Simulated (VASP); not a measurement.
# Mg3SnSe4 in VASP: settings compared

Mg3SnSe4 is run at these levels: PBEsol, r2SCAN+rVV10; tasks: single point.

Program: VASP 6.6.1. These are calculated values, not measurements. Logs are shortened: lines on timing, memory, paths and dates and some standing lists are left out, and cuts for length are marked.

## (1) The cell of the first run

Symmetry: P4/mmm, No. 123, tetragonal system. Conventional cell: a = 3.975 Å, b = 3.975 Å, c = 11.167 Å, α = 90.00°, β = 90.00°, γ = 90.00°. Mg (site symmetry 4mm) has 6 Se at 2.71 to 2.88 Å within 3.6 Å. Within 3.5 Å of Mg (site symmetry 4/mmm) lie 6 Se at 2.68 to 2.81 Å. Sn (site symmetry 4/mmm) has 6 Se at 2.81 to 2.90 Å within 3.7 Å. Se (site symmetry 4mm) has 5 Mg at 2.68 to 2.81 Å and 1 Sn at 2.90 Å within 3.5 Å. Within 3.7 Å of Se (site symmetry 4/mmm) lie 4 Sn at 2.81 Å and 2 Mg at 2.88 Å. Within 3.6 Å of Se (site symmetry 4/mmm) lie 6 Mg at 2.71 to 2.81 Å.

## (2) Single point, PBEsol

INCAR reads:

```
SYSTEM = Mg3SnSe4
  PREC = Accurate
  ENCUT = 600
  EDIFF = 1E-6
  ISMEAR = -1
  SIGMA = 0.03
  LREAL = .False.
  LASPH = .True.
  NELM = 120
  ALGO = Normal
  ISIF = 2
  LWAVE = .False.
  LCHARG = .True.
  GGA = PS
  LELF = .True.
  LVHAR = .True.
  NBANDS = 32
  GGA_COMPAT = .False.
```

KPOINTS reads:

```
regular mesh
0
Gamma
  6 6 2
  0 0 0
```

POSCAR reads:

```
Mg3SnSe4
1.0
    3.9753729438      0.0000000000      0.0000000000
    0.0000000000      3.9753729438      0.0000000000
    0.0000000000      0.0000000000     11.1667854470
Mg Sn Se
3 1 4
Direct
    0.5000000000      0.5000000000      0.7422413134
    0.0000000000      0.0000000000      0.5000000000
    0.5000000000      0.5000000000      0.2577586866
    0.0000000000      0.0000000000      0.0000000000
    0.0000000000      0.0000000000      0.2600140996
    0.5000000000      0.5000000000      0.0000000000
    0.0000000000      0.0000000000      0.7399859004
    0.5000000000      0.5000000000      0.5000000000
```

Potentials or basis: VASP PAW PBE potentials, release 64 (Mg, Sn_d, Se).

On the command line:

```bash
$ cat potpaw_PBE.64/Mg/POTCAR potpaw_PBE.64/Sn_d/POTCAR potpaw_PBE.64/Se/POTCAR > POTCAR
$ mpirun -np 1 vasp_std > vasp.out
```

OUTCAR:

```text
SYSTEM = Mg3SnSe4
   PREC = Accurate
   ENCUT = 600
   EDIFF = 1E-6
   ISMEAR = -1
   LREAL = .False.
   LASPH = .True.
   NELM = 120
   ISIF = 2
   GGA = PS

 ion  position               nearest neighbor table
   1  0.500  0.500  0.742-   8 2.71   7 2.81   7 2.81   7 2.81   7 2.81   6 2.88
   2  0.000  0.000  0.500-   5 2.68   7 2.68   8 2.81   8 2.81   8 2.81   8 2.81
   3  0.500  0.500  0.258-   8 2.71   5 2.81   5 2.81   5 2.81   5 2.81   6 2.88
   4  0.000  0.000  0.000-   6 2.81   6 2.81   6 2.81   6 2.81   7 2.90   5 2.90
   5  0.000  0.000  0.260-   2 2.68   3 2.81   3 2.81   3 2.81   3 2.81   4 2.90
   6  0.500  0.500  0.000-   4 2.81   4 2.81   4 2.81   4 2.81   1 2.88   3 2.88
   7  0.000  0.000  0.740-   2 2.68   1 2.81   1 2.81   1 2.81   1 2.81   4 2.90
   8  0.500  0.500  0.500-   1 2.71   3 2.71   2 2.81   2 2.81   2 2.81   2 2.81

  LATTYP: Found a simple tetragonal cell.
 ALAT       =     3.9753729438
 C/A-ratio  =     2.8089906544

  Lattice vectors:

 A1 = (   3.9753729438,   0.0000000000,   0.0000000000)
 A2 = (   0.0000000000,   3.9753729438,   0.0000000000)
 A3 = (   0.0000000000,   0.0000000000,  11.1667854470)

Analysis of symmetry for initial positions (statically):
=====================================================================
 Subroutine PRICEL returns:
 Original cell was already a primitive cell.

 Routine SETGRP: Setting up the symmetry group for a
 simple tetragonal supercell.

 Subroutine GETGRP returns: Found 16 space group operations
 (whereof 16 operations were pure point group operations)
 out of a pool of 16 trial point group operations.

The static configuration has the point symmetry D_4h.

Analysis of symmetry for dynamics (positions and initial velocities):
=====================================================================
 Subroutine PRICEL returns:
 Original cell was already a primitive cell.

 Routine SETGRP: Setting up the symmetry group for a
 simple tetragonal supercell.

 Subroutine GETGRP returns: Found 16 space group operations
 (whereof 16 operations were pure point group operations)
 out of a pool of 16 trial point group operations.

The dynamic configuration has the point symmetry D_4h.

 Subroutine INISYM returns: Found 16 space group operations
 (whereof 16 operations are pure point group operations),
 and found     1 'primitive' translations

----------------------------------------------------------------------------------------

                                     Primitive cell

  volume of cell :     176.4753

  direct lattice vectors                    reciprocal lattice vectors
     3.975372944  0.000000000  0.000000000     0.251548726  0.000000000  0.000000000
     0.000000000  3.975372944  0.000000000     0.000000000  0.251548726  0.000000000
     0.000000000  0.000000000 11.166785447     0.000000000  0.000000000  0.089551286

  length of vectors
     3.975372944  3.975372944 11.166785447     0.251548726  0.251548726  0.089551286

  position of ions in fractional coordinates (direct lattice)
     0.500000000  0.500000000  0.742241313
     0.000000000  0.000000000  0.500000000
     0.500000000  0.500000000  0.257758687
     0.000000000  0.000000000  0.000000000
     0.000000000  0.000000000  0.260014100
     0.500000000  0.500000000  0.000000000
     0.000000000  0.000000000  0.739985900
     0.500000000  0.500000000  0.500000000

  ion indices of the primitive-cell ions
   primitive index   ion index
                 1           1
                 2           2
                 3           3
                 4           4
                 5           5
                 6           6
                 7           7
                 8           8

----------------------------------------------------------------------------------------

 KPOINTS: regular mesh

Automatic generation of k-mesh.
 Grid dimensions read from file:
 generate k-points for:    6    6    2

 Generating k-lattice:

  Cartesian coordinates                     Fractional coordinates (reciprocal lattice)
     0.041924788  0.000000000  0.000000000     0.166666667  0.000000000  0.000000000
     0.000000000  0.041924788  0.000000000     0.000000000  0.166666667  0.000000000
     0.000000000  0.000000000  0.044775643     0.000000000  0.000000000  0.500000000

  Length of vectors
     0.041924788  0.041924788  0.044775643

  Shift w.r.t. Gamma in fractional coordinates (k-lattice)
     0.000000000  0.000000000  0.000000000

 Subroutine IBZKPT returns following result:
 ===========================================

 Found     20 irreducible k-points:

 Following reciprocal coordinates:
            Coordinates               Weight
  0.000000  0.000000  0.000000      1.000000
  0.166667  0.000000  0.000000      4.000000
  0.333333  0.000000  0.000000      4.000000
  0.500000  0.000000  0.000000      2.000000
  0.166667  0.166667  0.000000      4.000000
  0.333333  0.166667  0.000000      8.000000
[... 12 lines left out ...]
  0.500000  0.333333  0.500000      4.000000
  0.500000  0.500000  0.500000      1.000000
   k-points           NKPTS =     20   k-points in BZ     NKDIM =     20   number of bands    NBANDS=     32
   number of dos      NEDOS =    301   number of ions     NIONS =      8
   total plane-waves  NPLWV =  92160
   dimension x,y,z NGX =    32 NGY =   32 NGZ =   90
   dimension x,y,z NGXF=    64 NGYF=   64 NGZF=  180
   ions per type =               3   1   4
   NGX,Y,Z   is equivalent  to a cutoff of  13.38, 13.38, 13.40 a.u.
   NGXF,Y,Z  is equivalent  to a cutoff of  26.76, 26.76, 26.80 a.u.
 SYSTEM =  Mg3SnSe4
   PREC   = accura    normal or accurate (medium, high low for compatibility)
   ISTART =      0    job   : 0-new  1-cont  2-samecut
   ICHARG =      2    charge: 1-file 2-atom 10-const
   ISPIN  =      1    spin polarized calculation?
   LNONCOLLINEAR =      F non collinear calculations
   LSORBIT =      F    spin-orbit coupling
   LASPH  =      T    aspherical Exc in radial PAW
   ENCUT  =  600.0 eV  44.10 Ry    6.64 a.u.   7.94  7.94 22.30*2*pi/ulx,y,z
   NELM   =    120;   NELMIN=  2; NELMDL= -5     # of ELM steps
   EDIFF  = 0.1E-05   stopping-criterion for ELM
   LREAL  =      F    real-space projection
   EDIFFG = 0.1E-04   stopping-criterion for IOM
   NSW    =      0    number of steps for IOM
   IBRION =     -1    ionic relax: 0-MD 1-quasi-New 2-CG
   NFREE  =      0    steps in history (QN), initial steepest desc. (CG)
   ISIF   =      2    stress and relaxation
   ISYM   =      2    0-nonsym 1-usesym 2-fastsym
   POTIM  = 0.5000    time-step for ionic-motion
   TEBEG  =    0.0;   TEEND  =   0.0 temperature during run
   PSTRESS=    0.0 pullay stress
   NELECT =      44.0000    total number of electrons
   NUPDOWN=      -1.0000    fix difference up-down
   EMIN   =  10.00;   EMAX   =-10.00  energy-range for DOS
   EFERMI =   0.00;   METHOD = LEGACY
   ISMEAR =    -1;   SIGMA  =   0.03  broadening in eV -4-tet -1-fermi 0-gaus
   EFERMI_NEDOS =   21; number of points for ismear=-14 and -15
   IALGO  =     38    algorithm
   IMIX   =      4    mixing-type and parameters
     AMIX     =   0.40;   BMIX     =  1.00
     AMIX_MAG =   1.60;   BMIX_MAG =  1.00
  volume/ion in A,a.u.               =      22.06       148.86
  Fermi-wavevector in a.u.,A,eV,Ry     =   1.030381  1.947137 14.445095  1.061685
  Thomas-Fermi vector in A             =   2.164476
   LORBIT       =      0    0 simple, 1 ext, 2 COOP (PROOUT), +10 PAW based schemes
   GGA     = PS    functional components
   LHFCALC =     F    Hartree Fock is set to
   AEXX    =    0.0000 exact exchange contribution
   IVDW    =     0    specifies the selected vdW correction
   LEPSILON=     F    determine dielectric tensor
   LRPA    =     F    only Hartree local field effects (RPA)
 non-spin polarized calculation
  energy-cutoff  :      600.00
  volume of cell :      176.48
 maximum number of plane-waves:      5928
 NGX is ok and might be reduce to    32
   NGX = 15   NGY = 15   NGZ = 45

 number of electron      43.9999993 magnetization

 Free energy of the ion-electron system (eV)
  ---------------------------------------------------
  ext. energy  EPLUGINS =         0.00000000
  ---------------------------------------------------
  free energy    TOTEN  =       -32.84721381 eV

  energy without entropy =      -32.84555657  energy(sigma->0) =      -32.84638519

 E-fermi :   5.3954     XC(G=0):  -9.6534

 val. band max:        5.3573549085   @ k =   0.5000   0.0000   0.0000
 cond. band min:       5.4081968532   @ k =   0.0000   0.0000   0.5000
 fundamental gap:      0.0508419447
 Fermi energy:         5.3953503040

 k-point     1 :       0.0000    0.0000    0.0000
  band No.  band energies     occupation
      1     -16.7194      2.00000
      2     -16.6508      2.00000
      3     -16.6508      2.00000
      4     -16.6466      2.00000
      5     -16.6398      2.00000
      6      -9.6595      2.00000
[... 24 lines left out ...]
     31      10.5074      0.00000
     32      10.5193      0.00000

 k-point     2 :       0.1667    0.0000    0.0000
  band No.  band energies     occupation
      1     -16.7142      2.00000
      2     -16.6534      2.00000
      3     -16.6506      2.00000
      4     -16.6452      2.00000
      5     -16.6405      2.00000
      6      -9.5037      2.00000
[... 24 lines left out ...]
     31       9.7064      0.00000
     32       9.9584      0.00000
[... 593 lines left out ...]
     31      10.5309      0.00000
     32      10.9757      0.00000

 k-point    20 :       0.5000    0.5000    0.5000
  band No.  band energies     occupation
      1     -16.7073      2.00000
      2     -16.6846      2.00000
      3     -16.6592      2.00000
      4     -16.6592      2.00000
      5     -16.5966      2.00000
      6      -8.1788      2.00000
[... 24 lines left out ...]
     31      11.9409      0.00000
     32      11.9417      0.00000

------------------------ aborting loop because EDIFF is reached ----------------------------------------

  FORCE on cell =-STRESS in cart. coord.  units (eV):
  Direction    XX          YY          ZZ          XY          YZ          ZX
  --------------------------------------------------------------------------------------
  -------------------------------------------------------------------------------------
  Total        0.0136829      0.0136829     -0.0822387      0.0000000      0.0000000      0.0000000
  in kB        0.1242238      0.1242238     -0.7466260      0.0000000      0.0000000      0.0000000
  external PRESSURE =      -0.1660595 kB  Pullay stress =       0.0000000 kB

 VOLUME and BASIS-vectors are now :
 -----------------------------------------------------------------------------
  energy-cutoff  :      600.00
  volume of cell :      176.48
      direct lattice vectors                 reciprocal lattice vectors
     3.975372944  0.000000000  0.000000000     0.251548726  0.000000000  0.000000000
     0.000000000  3.975372944  0.000000000     0.000000000  0.251548726  0.000000000
     0.000000000  0.000000000 11.166785447     0.000000000  0.000000000  0.089551286

 POSITION                                       TOTAL-FORCE (eV/Angst)
 -----------------------------------------------------------------------------------
      1.98769      1.98769      8.28845         0.000000      0.000000      0.002781
      0.00000      0.00000      5.58339         0.000000      0.000000      0.000000
      1.98769      1.98769      2.87834        -0.000000     -0.000000     -0.002781
      0.00000      0.00000      0.00000         0.000000      0.000000      0.000000
      0.00000      0.00000      2.90352         0.000000     -0.000000      0.010085
      1.98769      1.98769      0.00000         0.000000      0.000000      0.000000
      0.00000      0.00000      8.26326        -0.000000      0.000000     -0.010085
      1.98769      1.98769      5.58339         0.000000      0.000000      0.000000
 -----------------------------------------------------------------------------------
    total drift:                                0.000000      0.000000     -0.000000

  FREE ENERGIE OF THE ION-ELECTRON SYSTEM (eV)
  ---------------------------------------------------
  free  energy   TOTEN  =       -32.8472138098 eV

  energy  without entropy=      -32.8455565722  energy(sigma->0) =      -32.84638519
```

Wall time 3.2 min (1 thread of Intel Xeon 8259CL, shared host); peak memory 0.38 GiB.

Results:

```yaml
Free_energy: -32.8472 eV
Pressure: 0.0 GPa
Largest_force: 0.010 eV/Å
Band_gap_on_the_k_mesh: zero (bands 22 and 23 overlap by 0.48 eV)
```

Forces on the atoms (eV/Å):
```
Mg   0.000  0.000  0.003
Mg   0.000  0.000  0.000
Mg   0.000  0.000 -0.003
Sn   0.000  0.000  0.000
Se   0.000  0.000  0.010
Se   0.000  0.000  0.000
Se   0.000  0.000 -0.010
Se   0.000  0.000  0.000
```

Levels at points of the mesh, in eV from the Fermi level:
| k point | band 18 | band 19 | band 20 | band 21 | band 22 | band 23 | band 24 | band 25 | band 26 | band 27 |
| --- | --- | --- | --- | --- | --- | --- | --- | --- | --- | --- |
| (0.00, 0.00, 0.00) | -2.96 | -2.96 | -2.26 | -2.04 | -2.04 | -0.18 | 1.21 | 1.33 | 2.02 | 3.11 |
| (0.50, 0.00, 0.00) | -2.55 | -2.53 | -2.52 | -2.43 | -0.04 | 0.22 | 0.87 | 1.00 | 1.98 | 2.77 |
| (0.50, 0.50, 0.00) | -4.20 | -3.74 | -3.66 | -3.66 | -3.12 | -0.36 | 1.81 | 2.03 | 2.03 | 2.21 |
| (0.00, 0.00, 0.50) | -2.71 | -2.71 | -2.40 | -2.16 | -2.16 | 0.01 | 1.04 | 1.34 | 2.29 | 2.30 |
| (0.50, 0.00, 0.50) | -2.80 | -2.62 | -2.56 | -2.44 | 0.12 | 0.18 | 1.02 | 1.58 | 2.33 | 2.47 |
| (0.50, 0.50, 0.50) | -4.18 | -4.12 | -3.91 | -3.91 | -2.45 | 0.36 | 0.69 | 0.70 | 2.95 | 2.95 |

Caveat: semilocal functionals underestimate gaps, so a narrow gap can read as zero; the PAW data sets were made with another functional, which shifts forces and pressure a little; spin-orbit coupling is left out, which moves the levels of the heavy elements.

[end of part 1 of 2]
